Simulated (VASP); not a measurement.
# Al8N7 (P1) in VASP: further runs

The runs below take Al8N7 through single point, relaxation of cell and atoms, with PBE.

All numbers are computed with VASP 6.6.1; they aren't measurements. Logs are shortened: lines on timing, memory, paths and dates and some standing lists are left out, and cuts for length are marked.

**1. The cell of the first run**

The typed cell holds 15 atoms: a = 5.899 Å, b = 5.901 Å, c = 6.269 Å, α = 105.28°, β = 105.31°, γ = 116.11°.

**2. Single point, PBE**

Contents of INCAR:

```
PREC     = Accurate       # precision mode
ENCUT    = 520            # plane-wave cutoff, eV
EDIFF    = 1E-7           # SCF threshold, eV
ISMEAR   = 0              # smearing method
SIGMA    = 0.1            # smearing width, eV
LREAL    = Auto         
LASPH    = T              # aspherical terms in the spheres
NELM     = 80             # most SCF steps
ALGO     = Normal         # electronic algorithm
ISIF     = 2              # what is computed and relaxed
LWAVE    = F              # write WAVECAR
LCHARG   = T              # write CHGCAR
GGA      = PE             # functional
LELF     = T              # ELF
LVHAR    = T            
ISYM     = 0            
NBANDS   = 42             # bands
```

Contents of KPOINTS:

```
Automatic mesh
0
Gamma
  3 3 3
```

Contents of POSCAR:

```
Al8N7
1.0
    3.1206360950      0.0021592252     -5.0057880204
    3.1224034329      0.0000847515      5.0068904848
   -3.1234631047     -5.4355444944      0.0005694527
Al N
8 7
Direct
    0.3341894447      0.3309917737      0.1648130656
    0.8346794746      0.8335372755      0.1674878756
    0.3313532634      0.3258552637      0.6683583066
    0.8439892900      0.8380701628      0.6689453050
    0.9193471036      0.4184049923      0.3355232593
    0.4182735648      0.9170381615      0.3355653328
    0.9209771461      0.4167002895      0.8367950778
    0.4167858873      0.9180352796      0.8339971149
    0.6435754967      0.0250429617      0.1676627738
    0.1452420919      0.5245511865      0.1689935079
    0.6463629594      0.0255119007      0.6688584510
    0.1440315033      0.5233649535      0.6687821293
    0.7271108753      0.6068085171      0.3336823349
    0.2276998469      0.1072252226      0.3336075077
    0.7284628988      0.6068591401      0.8347915755
```

Potentials or basis: VASP PAW PBE potentials, release 64 (Al, N).

Started as:

```bash
$ cat potpaw_PBE.64/Al/POTCAR potpaw_PBE.64/N/POTCAR > POTCAR
$ mpirun -np 1 vasp_std > vasp.out
```

OUTCAR:

```text
PREC = Accurate
   ENCUT = 520
   EDIFF = 1E-7
   ISMEAR = 0
   LREAL = Auto
   LASPH = T
   NELM = 80
   ISIF = 2
   GGA = PE
   ISYM = 0

 ion  position               nearest neighbor table
   1  0.334  0.331  0.165-  14 1.90  13 1.90  10 1.92   8 3.06   7 3.07   5 3.09   6 3.09   4 3.09
                             5 3.10   6 3.10   3 3.10   2 3.12   2 3.12   3 3.17   4 3.17
   2  0.835  0.834  0.167-  14 1.90  13 1.90  15 1.91   9 1.92   5 3.09   6 3.09   6 3.09   5 3.09
                             7 3.09   8 3.10   3 3.12   1 3.12   4 3.12   1 3.12   3 3.15   4 3.15
   3  0.331  0.326  0.668-  14 1.91  15 1.92  12 1.93   8 3.04   4 3.05   6 3.07   7 3.08   1 3.10
                             7 3.10   5 3.11   2 3.12   8 3.13   2 3.15   1 3.17   4 3.20
   4  0.844  0.838  0.669-  13 1.91  15 1.93  11 1.93   8 3.03   3 3.05   5 3.07   7 3.08   1 3.09
                             7 3.10   6 3.11   2 3.12   8 3.13   2 3.15   1 3.17   3 3.20
   5  0.919  0.418  0.336-  10 1.90   9 1.90  13 1.91  12 1.91   4 3.07   1 3.09   2 3.09   2 3.09
                             1 3.10   3 3.11   6 3.11   8 3.12   7 3.13   6 3.13   8 3.14   7 3.14
   6  0.418  0.917  0.336-  10 1.90   9 1.90  14 1.91  11 1.91   3 3.07   2 3.09   1 3.09   2 3.09
                             1 3.10   4 3.11   5 3.11   7 3.13   8 3.13   5 3.13   7 3.14   8 3.14
   7  0.921  0.417  0.837-  11 1.89  12 1.89  10 1.90  15 1.92   1 3.07   3 3.08   4 3.08   2 3.09
                             4 3.10   3 3.10   8 3.12   8 3.12   6 3.13   5 3.13   6 3.14   5 3.14
   8  0.417  0.918  0.834-  12 1.91  11 1.91   9 1.91   4 3.03   3 3.04   1 3.06   2 3.10   7 3.12
                             7 3.12   5 3.12   6 3.13   3 3.13   4 3.13   5 3.14   6 3.14
   9  0.644  0.025  0.168-   5 1.90   6 1.90   8 1.91   2 1.92
  10  0.145  0.525  0.169-   7 1.90   6 1.90   5 1.90   1 1.92
  11  0.646  0.026  0.669-   7 1.89   8 1.91   6 1.91   4 1.93
  12  0.144  0.523  0.669-   7 1.89   8 1.91   5 1.91   3 1.93
  13  0.727  0.607  0.334-   2 1.90   1 1.90   5 1.91   4 1.91
  14  0.228  0.107  0.334-   2 1.90   1 1.90   6 1.91   3 1.91
  15  0.728  0.607  0.835-   2 1.91   7 1.92   3 1.92   4 1.93

IMPORTANT INFORMATION: All symmetrisations will be switched off!
NOSYMM: (Re-)initialisation of all symmetry stuff for point group C_1.

----------------------------------------------------------------------------------------

                                     Primitive cell

  volume of cell :     169.8516

  direct lattice vectors                    reciprocal lattice vectors
     3.120636095  0.002159225 -5.005788020     0.160229130 -0.092084000 -0.099920736
     3.122403433  0.000084751  5.006890485     0.160193842 -0.092042795  0.099826030
    -3.123463105 -5.435544494  0.000569453     0.000066147 -0.184012224 -0.000038136

  length of vectors
     5.898837852  5.900708053  6.269064208     0.210088054  0.209998046  0.184012240

  position of ions in fractional coordinates (direct lattice)
     0.334189445  0.330991774  0.164813066
     0.834679475  0.833537275  0.167487876
     0.331353263  0.325855264  0.668358307
     0.843989290  0.838070163  0.668945305
     0.919347104  0.418404992  0.335523259
     0.418273565  0.917038162  0.335565333
     0.920977146  0.416700289  0.836795078
     0.416785887  0.918035280  0.833997115
     0.643575497  0.025042962  0.167662774
     0.145242092  0.524551186  0.168993508
     0.646362959  0.025511901  0.668858451
     0.144031503  0.523364953  0.668782129
     0.727110875  0.606808517  0.333682335
     0.227699847  0.107225223  0.333607508
     0.728462899  0.606859140  0.834791575

  ion indices of the primitive-cell ions
   primitive index   ion index
                 1           1
                 2           2
                 3           3
                 4           4
                 5           5
                 6           6
                 7           7
                 8           8
                 9           9
                10          10
                11          11
                12          12
                13          13
                14          14
                15          15

----------------------------------------------------------------------------------------

 KPOINTS: Automatic mesh

Automatic generation of k-mesh.
 Grid dimensions read from file:
 generate k-points for:    3    3    3

 Generating k-lattice:

  Cartesian coordinates                     Fractional coordinates (reciprocal lattice)
     0.053409710 -0.030694667 -0.033306912     0.333333333 -0.000000000 -0.000000000
     0.053397947 -0.030680932  0.033275343     0.000000000  0.333333333  0.000000000
     0.000022049 -0.061337408 -0.000012712     0.000000000 -0.000000000  0.333333333

  Length of vectors
     0.070029351  0.069999349  0.061337413

  Shift w.r.t. Gamma in fractional coordinates (k-lattice)
     0.000000000  0.000000000  0.000000000

 Subroutine IBZKPT returns following result:
 ===========================================

 Found     14 irreducible k-points:

 Following reciprocal coordinates:
            Coordinates               Weight
  0.000000  0.000000  0.000000      1.000000
  0.333333 -0.000000  0.000000      2.000000
  0.000000  0.333333  0.000000      2.000000
  0.333333  0.333333  0.000000      2.000000
 -0.333333  0.333333 -0.000000      2.000000
  0.000000  0.000000  0.333333      2.000000
  0.333333 -0.000000  0.333333      2.000000
 -0.333333 -0.000000  0.333333      2.000000
  0.000000  0.333333  0.333333      2.000000
  0.333333  0.333333  0.333333      2.000000
 -0.333333  0.333333  0.333333      2.000000
 -0.000000 -0.333333  0.333333      2.000000
  0.333333 -0.333333  0.333333      2.000000
 -0.333333 -0.333333  0.333333      2.000000
   k-points           NKPTS =     14   k-points in BZ     NKDIM =     14   number of bands    NBANDS=     42
   number of dos      NEDOS =    301   number of ions     NIONS =     15
   total plane-waves  NPLWV = 110592
   dimension x,y,z NGX =    48 NGY =   48 NGZ =   48
   dimension x,y,z NGXF=    96 NGYF=   96 NGZF=   96
   ions per type =               8   7
   NGX,Y,Z   is equivalent  to a cutoff of  13.53, 13.52, 12.73 a.u.
   NGXF,Y,Z  is equivalent  to a cutoff of  27.06, 27.05, 25.46 a.u.
 SYSTEM =  unknown system
   PREC   = accura    normal or accurate (medium, high low for compatibility)
   ISTART =      0    job   : 0-new  1-cont  2-samecut
   ICHARG =      2    charge: 1-file 2-atom 10-const
   ISPIN  =      1    spin polarized calculation?
   LNONCOLLINEAR =      F non collinear calculations
   LSORBIT =      F    spin-orbit coupling
   LASPH  =      T    aspherical Exc in radial PAW
   ENCUT  =  520.0 eV  38.22 Ry    6.18 a.u.  10.97 10.97 11.66*2*pi/ulx,y,z
   NELM   =     80;   NELMIN=  2; NELMDL= -5     # of ELM steps
   EDIFF  = 0.1E-06   stopping-criterion for ELM
   LREAL  =      T    real-space projection
   EDIFFG = 0.1E-05   stopping-criterion for IOM
   NSW    =      0    number of steps for IOM
   IBRION =     -1    ionic relax: 0-MD 1-quasi-New 2-CG
   NFREE  =      0    steps in history (QN), initial steepest desc. (CG)
   ISIF   =      2    stress and relaxation
   ISYM   =      0    0-nonsym 1-usesym 2-fastsym
   POTIM  = 0.5000    time-step for ionic-motion
   TEBEG  =    0.0;   TEEND  =   0.0 temperature during run
   PSTRESS=    0.0 pullay stress
   NELECT =      59.0000    total number of electrons
   NUPDOWN=      -1.0000    fix difference up-down
   EMIN   =  10.00;   EMAX   =-10.00  energy-range for DOS
   EFERMI =   0.00;   METHOD = LEGACY
   ISMEAR =     0;   SIGMA  =   0.10  broadening in eV -4-tet -1-fermi 0-gaus
   EFERMI_NEDOS =   21; number of points for ismear=-14 and -15
   IALGO  =     38    algorithm
   IMIX   =      4    mixing-type and parameters
     AMIX     =   0.40;   BMIX     =  1.00
     AMIX_MAG =   1.60;   BMIX_MAG =  1.00
  volume/ion in A,a.u.               =      11.32        76.41
  Fermi-wavevector in a.u.,A,eV,Ry     =   1.150806  2.174709 18.018949  1.324355
  Thomas-Fermi vector in A             =   2.287468
   LORBIT       =      0    0 simple, 1 ext, 2 COOP (PROOUT), +10 PAW based schemes
   GGA     = PE    functional components
   LHFCALC =     F    Hartree Fock is set to
   AEXX    =    0.0000 exact exchange contribution
   IVDW    =     0    specifies the selected vdW correction
   LEPSILON=     F    determine dielectric tensor
   LRPA    =     F    only Hartree local field effects (RPA)
 non-spin polarized calculation
 Gauss-broadening in eV      SIGMA  =   0.10
  energy-cutoff  :      520.00
  volume of cell :      169.85
 maximum number of plane-waves:      4602
 NGX is ok and might be reduce to    48
   NGX = 21   NGY = 21   NGZ = 23

 number of electron      59.0000002 magnetization

 Free energy of the ion-electron system (eV)
  ---------------------------------------------------
  ext. energy  EPLUGINS =         0.00000000
  ---------------------------------------------------
  free energy    TOTEN  =      -105.16214521 eV

  energy without entropy =     -105.12732524  energy(sigma->0) =     -105.14473522

 E-fermi :   8.9905     XC(G=0): -10.6740

 val. band max:        8.9594148114   @ k =   0.3333  -0.0000   0.3333
 cond. band min:       9.0294139325   @ k =  -0.3333  -0.0000   0.3333
 fundamental gap:      0.0699991211
 Fermi energy:         8.9905190506

 k-point     1 :       0.0000    0.0000    0.0000
  band No.  band energies     occupation
      1      -9.2240      2.00000
      2      -7.4905      2.00000
      3      -7.2584      2.00000
      4      -7.2019      2.00000
      5      -7.1266      2.00000
      6      -7.1220      2.00000
[... 605 lines left out ...]
     40      14.2322      0.00000
     41      14.5062      0.00000
 [bands above 41 left out]

------------------------ aborting loop because EDIFF is reached ----------------------------------------

  FORCE on cell =-STRESS in cart. coord.  units (eV):
  Direction    XX          YY          ZZ          XY          YZ          ZX
  --------------------------------------------------------------------------------------
  -------------------------------------------------------------------------------------
  Total       -0.3207533     -0.2549915     -0.2437816     -0.0446102     -0.0025635     -0.0186526
  in kB       -3.0256039     -2.4052854     -2.2995441     -0.4207991     -0.0241806     -0.1759462
  external PRESSURE =      -2.5768111 kB  Pullay stress =       0.0000000 kB

 VOLUME and BASIS-vectors are now :
 -----------------------------------------------------------------------------
  energy-cutoff  :      520.00
  volume of cell :      169.85
      direct lattice vectors                 reciprocal lattice vectors
     3.120636095  0.002159225 -5.005788020     0.160229130 -0.092084000 -0.099920736
     3.122403433  0.000084751  5.006890485     0.160193842 -0.092042795  0.099826030
    -3.123463105 -5.435544494  0.000569453     0.000066147 -0.184012224 -0.000038136

 POSITION                                       TOTAL-FORCE (eV/Angst)
 -----------------------------------------------------------------------------------
      1.56159     -0.89510     -0.01555         0.000741     -0.040395      0.001661
      4.68423     -0.90851     -0.00470        -0.003955     -0.016849     -0.004978
     -0.03611     -3.63215     -0.02678         0.017079      0.024327     -0.007392
      3.16115     -3.63419     -0.02833        -0.016840      0.027982      0.005840
      3.12738     -1.82173     -2.50696        -0.010862      0.008936      0.002750
      3.12052     -1.82300      2.49791         0.007265      0.006313      0.009308
      1.56144     -4.54641     -2.52337        -0.003725      0.002367      0.015930
      1.56215     -4.53225      2.51064         0.003812     -0.010164     -0.017412
      1.56287     -0.90995     -3.09612        -0.004267      0.003422     -0.002074
      1.56326     -0.91821      1.89942         0.001230      0.012483     -0.010626
      0.00757     -3.63421     -3.10744         0.000059     -0.007451      0.006767
     -0.00529     -3.63484      1.89982        -0.002933     -0.004511      0.015382
      3.12150     -1.81212     -0.60135         0.015158      0.003636     -0.000956
      0.00336     -1.81284     -0.60276        -0.010304      0.002044     -0.004761
      1.56069     -4.53592     -0.60758         0.007543     -0.012139     -0.009440
 -----------------------------------------------------------------------------------
    total drift:                               -0.003366      0.002653     -0.009976

  FREE ENERGIE OF THE ION-ELECTRON SYSTEM (eV)
  ---------------------------------------------------
  free  energy   TOTEN  =      -105.1621452085 eV

  energy  without entropy=     -105.1273252380  energy(sigma->0) =     -105.14473522
```

Run time: 2.9 min. Hardware: 1 thread of Intel Xeon Platinum 8375C at 2.90GHz (Ice Lake), shared host; peak memory 0.32 GiB.

Results:

```
Free energy   : -105.1621 eV
Pressure      : -0.3 GPa
Largest force : 0.040 eV/Å
```

Forces on the atoms (eV/Å):
```
Al   0.001 -0.040  0.002
Al  -0.004 -0.017 -0.005
Al   0.017  0.024 -0.007
Al  -0.017  0.028  0.006
Al  -0.011  0.009  0.003
Al   0.007  0.006  0.009
Al  -0.004  0.002  0.016
Al   0.004 -0.010 -0.017
N   -0.004  0.003 -0.002
N    0.001  0.012 -0.011
N    0.000 -0.007  0.007
N   -0.003 -0.005  0.015
N    0.015  0.004 -0.001
N   -0.010  0.002 -0.005
N    0.008 -0.012 -0.009
```

Levels at points of the mesh, in eV from the Fermi level:
```csv
k point,band 25,band 26,band 27,band 28,band 29,band 30,band 31,band 32,band 33,band 34
"(0.00, 0.00, 0.00)",-4.17,-4.10,-3.78,-3.66,-3.65,0.96,1.20,1.27,1.75,1.92
```

Caveat: the k points lie up to 0.44 Å⁻¹ apart.

[end of part 1 of 2]
